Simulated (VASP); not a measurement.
Here is a VASP 6.6.1 calculation.

INCAR

```
SYSTEM = Mg2AlCoC6N6
PREC = Accurate
ENCUT = 520
EDIFF = 1E-7
ISMEAR = 0
SIGMA = 0.01
LREAL = Auto
LASPH = .TRUE.
NELM = 60
ALGO = Normal
ISIF = 2
LWAVE = .FALSE.
LCHARG = .FALSE.
GGA = PE
NBANDS = 49
```

File KPOINTS:

```
Automatic mesh
0
G
  6 6 6
  0 0 0
```

Contents of POSCAR:

```
Mg2AlCoC6N6
1.0
    0.0000000000      5.0523941188      5.0523941188
    5.0523941188      0.0000000000      5.0523941188
    5.0523941188      5.0523941188      0.0000000000
Mg Al Co C N
2 1 1 6 6
Direct
    0.2500000000      0.2500000000      0.2500000000
    0.7500000000      0.7500000000      0.7500000000
    0.5000000000      0.5000000000      0.5000000000
    0.0000000000      0.0000000000      0.0000000000
    0.8124576560      0.1875423440      0.1875423440
    0.1875423440      0.8124576560      0.1875423440
    0.1875423440      0.1875423440      0.8124576560
    0.1875423440      0.8124576560      0.8124576560
    0.8124576560      0.1875423440      0.8124576560
    0.8124576560      0.8124576560      0.1875423440
    0.6968993939      0.3031006061      0.3031006061
    0.3031006061      0.6968993939      0.3031006061
    0.3031006061      0.3031006061      0.6968993939
    0.3031006061      0.6968993939      0.6968993939
    0.6968993939      0.3031006061      0.6968993939
    0.6968993939      0.6968993939      0.3031006061
```

Potentials or basis: VASP PAW PBE potentials, release 64 (Mg, Al, Co, C, N).

The run is started by

```sh
$ cat potpaw_PBE.64/Mg/POTCAR potpaw_PBE.64/Al/POTCAR potpaw_PBE.64/Co/POTCAR potpaw_PBE.64/C/POTCAR potpaw_PBE.64/N/POTCAR > POTCAR
$ mpirun -np 1 vasp_std > vasp.out
```

Task: Estimate the pressure.

Result: 0.4 GPa.

Task: What does it give for the largest force?

Result: 0.418 eV/Å.

Task: Estimate the band gap on the k mesh.

Result: 0.04 eV.

Forces on the atoms (eV/Å):
```
Mg   0.000  0.000  0.000
Mg   0.000  0.000  0.000
Al   0.000  0.000  0.000
Co   0.000  0.000  0.000
C   -0.418  0.000  0.000
C    0.000 -0.418  0.000
C    0.000  0.000 -0.418
C    0.418  0.000  0.000
C    0.000  0.418  0.000
C    0.000  0.000  0.418
N    0.409  0.000  0.000
N    0.000  0.409  0.000
N    0.000  0.000  0.409
N   -0.409  0.000  0.000
N    0.000 -0.409  0.000
N    0.000  0.000 -0.409
```

A k mesh can miss the band edges. Spin polarisation is off, so any magnetic state and its effect on volume and gap are missing.
